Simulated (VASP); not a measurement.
# HfSi (Pnma) in VASP: a series of runs, part 2 of 2

VASP 6.6.1. The steps go on from the part before.

### 3 Single point, PBEsol (strain +0.0600 x Voigt [1, -1, 0, 0, 0, 0])

INCAR reads:

```
ALGO = Normal
EDIFF = 1E-6
ENCUT = 520
GGA = PS
ISIF = 2
ISMEAR = 0
LASPH = T
LCHARG = T
LELF = T
LREAL = F
LVHAR = T
LWAVE = F
NBANDS = 38
NELM = 100
PREC = Accurate
SIGMA = 0.15
```

KPOINTS reads:

```
k-points
0
Gamma
  6 10 8
```

POSCAR reads:

```
HfSi
1.0
    7.2311206439      0.0000000000      0.0000000000
    0.0000000000      3.5340614453      0.0000000000
    0.0000000000      0.0000000000      5.2017439112
Hf Si
4 4
Direct
    0.1755908222      0.2500000000      0.1264896848
    0.3244091778      0.7500000000      0.6264896848
    0.6755908222      0.2500000000      0.3735103152
    0.8244091778      0.7500000000      0.8735103152
    0.0430603597      0.2500000000      0.6402012503
    0.4569396403      0.7500000000      0.1402012503
    0.5430603597      0.2500000000      0.8597987497
    0.9569396403      0.7500000000      0.3597987497
```

Potentials or basis: VASP PAW PBE potentials, release 64 (Hf_pv, Si).

Run with:

```console
> cat potpaw_PBE.64/Hf_pv/POTCAR potpaw_PBE.64/Si/POTCAR > POTCAR
> mpirun -np 1 vasp_std > vasp.out
```

OUTCAR:

```text
EDIFF = 1E-6
   ENCUT = 520
   GGA = PS
   ISIF = 2
   ISMEAR = 0
   LASPH = T
   LREAL = F
   NELM = 100
   PREC = Accurate

 ion  position               nearest neighbor table
   1  0.176  0.250  0.126-   8 2.66   8 2.66   6 2.70   6 2.70   5 2.71   5 2.84   7 3.00   2 3.32
                             2 3.32   2 3.32   2 3.32   4 3.36   4 3.36   3 3.84   3 3.84
   2  0.324  0.750  0.626-   7 2.66   7 2.66   5 2.70   5 2.70   6 2.71   6 2.84   8 3.00   1 3.32
                             1 3.32   1 3.32   1 3.32   3 3.36   3 3.36   4 3.84   4 3.84
   3  0.676  0.250  0.374-   6 2.66   6 2.66   8 2.70   8 2.70   7 2.71   7 2.84   5 3.00   4 3.32
                             4 3.32   4 3.32   4 3.32   2 3.36   2 3.36   1 3.84   1 3.84
   4  0.824  0.750  0.874-   5 2.66   5 2.66   7 2.70   7 2.70   8 2.71   8 2.84   6 3.00   3 3.32
[... 1212 lines left out ...]

 VOLUME and BASIS-vectors are now :
 -----------------------------------------------------------------------------
  energy-cutoff  :      520.00
  volume of cell :      132.93
      direct lattice vectors                 reciprocal lattice vectors
     7.231120644  0.000000000  0.000000000     0.138291151  0.000000000  0.000000000
     0.000000000  3.534061445  0.000000000     0.000000000  0.282960558  0.000000000
     0.000000000  0.000000000  5.201743911     0.000000000  0.000000000  0.192243220

 POSITION                                       TOTAL-FORCE (eV/Angst)
 -----------------------------------------------------------------------------------
      1.26972      0.88352      0.65797         0.175943     -0.000000     -0.383195
      2.34584      2.65055      3.25884        -0.175943     -0.000000     -0.383195
      4.88528      0.88352      1.94291         0.175943      0.000000      0.383195
      5.96140      2.65055      4.54378        -0.175943     -0.000000      0.383195
      0.31137      0.88352      3.33016         0.240647     -0.000000      0.250953
      3.30419      2.65055      0.72929        -0.240647     -0.000000      0.250953
      3.92693      0.88352      4.47245         0.240647      0.000000     -0.250953
      6.91975      2.65055      1.87158        -0.240647     -0.000000     -0.250953
 -----------------------------------------------------------------------------------
    total drift:                                0.000000      0.000000      0.000000

  FREE ENERGIE OF THE ION-ELECTRON SYSTEM (eV)
  ---------------------------------------------------
  free  energy   TOTEN  =       -71.8232713372 eV

  energy  without entropy=      -71.7956786054  energy(sigma->0) =      -71.80947497
```

OSZICAR:

```text
N       E                     dE             d eps       ncg     rms          rms(c)
DAV:   1     0.212581711662E+03    0.21258E+03   -0.28814E+04  9128   0.138E+03
DAV:   2    -0.608873538983E+02   -0.27347E+03   -0.26420E+03 10742   0.324E+02
DAV:   3    -0.746767108059E+02   -0.13789E+02   -0.13502E+02 11706   0.491E+01
DAV:   4    -0.749166362997E+02   -0.23993E+00   -0.23862E+00 11448   0.702E+00
DAV:   5    -0.749196482986E+02   -0.30120E-02   -0.30100E-02 11318   0.777E-01    0.941E+01
DAV:   6    -0.721560921884E+02    0.27636E+01   -0.72085E+00 10646   0.912E+00    0.583E+01
DAV:   7    -0.719494982097E+02    0.20659E+00   -0.37590E+00 11608   0.745E+00    0.704E+00
DAV:   8    -0.718239360742E+02    0.12556E+00   -0.72222E-01 10214   0.295E+00    0.121E+00
DAV:   9    -0.718235389341E+02    0.39714E-03   -0.38960E-02 11368   0.860E-01    0.707E-01
DAV:  10    -0.718232742836E+02    0.26465E-03   -0.20287E-03 11156   0.154E-01    0.295E-01
DAV:  11    -0.718232762924E+02   -0.20088E-05   -0.19074E-04 11386   0.490E-02    0.954E-02
DAV:  12    -0.718232708861E+02    0.54063E-05   -0.17273E-05 11066   0.161E-02    0.366E-02
DAV:  13    -0.718232713372E+02   -0.45105E-06   -0.78575E-07  6938   0.389E-03
   1 F= -.71823271E+02 E0= -.71809475E+02  d E =-.275927E-01
```

stdout:

```text
POSCAR found type information on POSCAR HfSi
 POSCAR found :  2 types and       8 ions
 scaLAPACK will be used
 -----------------------------------------------------------------------------
|                                                                             |
|                                                                             |
|     You enforced a specific xc type in the INCAR file but a different       |
|     I HOPE YOU KNOW WHAT YOU ARE DOING!                                     |
|                                                                             |
 -----------------------------------------------------------------------------

 LDA part: xc-table for (Slater+PW92), standard interpolation
 POSCAR, INCAR and KPOINTS ok, starting setup
 FFT: planning ... GRIDC
 FFT: planning ... GRID_SOFT
 FFT: planning ... GRID
 WAVECAR not read
 entering main loop
```

Wall time 6.5 min (1 thread of Oxide Virtual Turin-like, shared host); peak memory 0.52 GiB.

Results:

* Free energy: -71.8233 eV
* Pressure: 1.4 GPa
* Largest force: 0.422 eV/Å
* Band gap on the k mesh: zero (band 28 reaches 8.05 eV, above the bottom of band 29 at 7.38 eV)

Forces on the atoms (eV/Å):
```
Hf   0.176  0.000 -0.383
Hf  -0.176  0.000 -0.383
Hf   0.176  0.000  0.383
Hf  -0.176  0.000  0.383
Si   0.241  0.000  0.251
Si  -0.241  0.000  0.251
Si   0.241  0.000 -0.251
Si  -0.241  0.000 -0.251
```

Levels at points of the mesh, in eV from the Fermi level:
| k point | band 26 | band 27 | band 28 | band 29 | band 30 | band 31 |
| --- | --- | --- | --- | --- | --- | --- |
| (0.00, 0.00, 0.00) | -0.33 | -0.06 | 0.16 | 0.22 | 0.33 | 0.55 |
| (0.50, 0.00, 0.00) | -0.74 | -0.39 | -0.39 | -0.09 | -0.09 | 1.34 |
| (0.00, 0.50, 0.00) | -2.30 | -1.84 | -1.84 | 1.77 | 1.77 | 1.80 |
| (0.50, 0.50, 0.00) | -2.24 | -2.24 | -2.24 | 2.48 | 2.48 | 2.48 |
| (0.00, 0.00, 0.50) | -1.27 | 0.30 | 0.30 | 0.69 | 0.69 | 1.09 |
| (0.50, 0.00, 0.50) | -1.14 | -0.38 | -0.38 | 0.49 | 0.49 | 1.29 |
| (0.00, 0.50, 0.50) | -1.29 | -0.86 | -0.86 | -0.30 | -0.30 | 0.40 |
| (0.50, 0.50, 0.50) | -1.83 | -1.83 | -1.83 | 1.47 | 1.47 | 1.47 |

Caveat: the cell differs from its parent crystal (strain +0.0600 x Voigt [1, -1, 0, 0, 0, 0]); the PAW data sets were made with another functional, which shifts forces and pressure a little; spin-orbit coupling is left out, which moves the levels of the heavy elements.
